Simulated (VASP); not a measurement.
Runs of VASP 6.6.1 on Mg3SeS2. The structure is that of space group P6/mmm (No. 191), or close to it. The cells are those of the table. 

```csv
task,cell,k mesh,cutoff (eV),gap on the mesh (eV),pressure (GPa)
relaxation of cell and atoms,"relaxed from a = 6.281, b = 6.281, c = 3.566 Å, angles 90.0, 90.0, 120.0°, 6 atoms",3 × 3 × 6,600,none,0.0
single point,"a = 6.281, b = 6.281, c = 3.566 Å, angles 90.0, 90.0, 120.0°, 6 atoms",6 × 6 × 4,520,none,-0.2
single point,"a = 6.281, b = 6.281, c = 3.566 Å, angles 90.0, 90.0, 120.0°, 6 atoms",3 × 3 × 6,520,none,(a)
single point,"a = 6.262, b = 6.262, c = 3.576 Å, angles 90.0, 90.0, 120.0°, 6 atoms",6 × 6 × 10,520,none,-0.2
single point,"a = 5.548, b = 5.548, c = 4.996 Å, angles 90.0, 90.0, 120.0°, 6 atoms",6 × 6 × 4,520,none,-1.3
```

Alike in all rows: level PBE; potentials or basis VASP PAW PBE potentials, release 64 (Mg, Se, S); no spin polarisation; smearing gaussian 0.1 eV.

Task: Estimate the missing entries.

Result: (a) -0.3.

Caveats: some runs use coarse meshes.

A k mesh can miss the band edges, and the runs leave out spin-orbit coupling on Se.

A gap of «none» marks levels without a gap at the run's occupations.
